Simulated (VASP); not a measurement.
**CaSe: relaxation of cell and atoms with PBE**

Crystal: CaSe.

```
Ca Se
1.0
     4.21367    0.00000    0.00000
    -2.10683    3.64914    0.00000
     0.00000    0.00000    6.88085
Ca Se
2 2
Direct
  0.00000 0.00000 0.00000
  0.00000 0.00000 0.50000
  0.33333 0.66667 0.25000
  0.66667 0.33333 0.75000
```

```
Program                : VASP 6.6.1
Task                   : relaxation of cell and atoms
Functional             : PBE
Potentials or basis    : VASP PAW PBE potentials, release 64 (Ca_sv, Se)
Cutoff                 : 600 eV
k mesh                 : 9 × 9 × 6
Occupations            : gaussian, width 0.02 eV
Spin                   : no spin polarisation
Dipole correction      : no
Further INCAR settings : ALGO = Normal; EDIFF = 1e-07; IBRION = 2; EDIFFG = -0.01; NSW = 65; ISIF = 3
```

The relaxed volume is 26.90 Å³/atom. The relaxed cell is a = 4.152 Å, b = 4.152 Å, c = 7.207 Å, α = 90.00°, β = 90.00°, γ = 120.00°. The space group after relaxing (to 0.05 Å) is P6_3/mmc (No. 194). The energy gained by relaxing is 18.9 meV/atom, the ionic steps are 5 and the pressure after relaxing is 0.0 GPa. The band gap on the k mesh is 2.25 eV, indirect (least direct gap 2.44 eV).

The path:
| step | energy change (eV) | largest force (eV/Å) | pressure (GPa) | volume (Å³) |
| --- | --- | --- | --- | --- |
| 1 | 0.0000 | 0.0000 | 1.06 | 105.80 |
| 2 | -0.0676 | 0.0000 | -0.28 | 108.45 |
| 3 | -0.0713 | 0.0000 | -0.68 | 109.29 |
| 4 | -0.0714 | 0.0000 | -0.64 | 109.22 |
| 5 | -0.0757 | 0.0000 | 0.01 | 107.61 |

Final structure:
```
CELL_PARAMETERS angstrom
4.15224 0.00000 0.00000
-2.07612 3.59594 0.00000
0.00000 0.00000 7.20681
ATOMIC_POSITIONS crystal
Ca 0.00000 0.00000 0.00000
Ca 0.00000 0.00000 0.50000
Se 0.33333 0.66667 0.25000
Se 0.66667 0.33333 0.75000
```

Levels at points of the mesh, in eV from the valence-band top:
```
           k point  band 14  band 15  band 16  band 17  band 18  band 19
(0.00, 0.00, 0.00)    -0.36     0.00     0.00     2.44     3.07     3.79
(0.00, 0.00, 0.50)    -0.60    -0.60    -0.60     3.56     3.56     4.28
```

Run time: 12 min on 1 thread of AMD EPYC 9755 128-Core Processor, with other jobs on the host, peak memory 0.29 GiB.

A k mesh can miss the band edges.
